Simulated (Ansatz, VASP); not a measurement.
**Two plane-wave programs on BAs5**

```xyz
6
Lattice="2.5240 -5.3356 0.0000 2.5240 5.3356 0.0000 0.0000 0.0000 4.4091" Properties=species:S:1:pos:R:3 pbc="T T T"
B     0.0000    0.0000    0.0000
As    2.5240    1.2986    0.0000
As    2.5240   -1.2986    0.0000
As    2.5240    0.0000    2.2046
As    2.5240   -4.1203    2.2046
As    2.5240    4.1203    2.2046
```

Change from the starting cell: species swapped into the HfPd5 type (Cmmm, No. 65).

Alike in both runs: functional PBE; k mesh 4 × 4 × 4; occupations gaussian, width 0.1 eV; no spin polarisation.

Ansatz relaxed the structure, and its values are those at the end. VASP's run is a single point on that final structure, the one shown.

|  | VASP | Ansatz |
| --- | --- | --- |
| version | VASP 6.6.1 | Ansatz 0.2.0 |
| potentials or method | VASP PAW PBE potentials, release 64 (B, As_d), cutoff 600 eV | scalar-relativistic, plane waves, PAW |
| valence electrons in the cell | 78 | 78 |

Ansatz gave:

| Item | Value |
| --- | --- |
| gap on the k mesh at the Fermi level (eV) | none |
| pressure (GPa) | 0.1 |
| rms of the force components (eV/Å) | 0.005 |

**Question.** Estimate VASP's values.

**Answer.** gap on the k mesh at the Fermi level (eV): none; pressure (GPa): 0.2; rms of the force components (eV/Å): 0.005.

A gap of «none» marks a metal or a gap that the smearing closes.
